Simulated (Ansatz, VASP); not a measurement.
## One calculation of MgB2H, two programs

```
Mg B H
1.0
     3.20092    0.00000    0.00000
    -1.60046    2.77208    0.00000
     0.00000    0.00000    4.72277
Mg B H
1 2 1
Direct
  0.00000 0.00000 0.50000
  0.33333 0.66667 0.00000
  0.66667 0.33333 0.00000
  0.00000 0.00000 0.00000
```

Alike in both runs: task single point; functional PBE; k mesh 6 × 6 × 4; occupations gaussian, width 0.1 eV; no spin polarisation.

|  | VASP | Ansatz |
| --- | --- | --- |
| version | VASP 6.6.1 | Ansatz 0.2.0 |
| potentials or method | VASP PAW PBE potentials, release 64 (Mg, B, H), cutoff 600 eV | scalar-relativistic, plane waves, PAW |
| valence electrons in the cell | 9 | 17 |

```tsv
	VASP	Ansatz	Ansatz less VASP
gap on the k mesh at the Fermi level (eV)	none	none	-
pressure (GPa)	-18.0	-17.9	+0.16
traceless stress, the component that is largest in VASP (GPa)	8.33	8.31	-0.018
```

A gap of «none» marks a metal or a gap that the smearing closes. VASP's potentials hold 9 valence electrons a cell and Ansatz's 17, so a difference there can come from the potentials and not from the codes.

The k mesh is coarse, so the values compare programs but aren't converged.
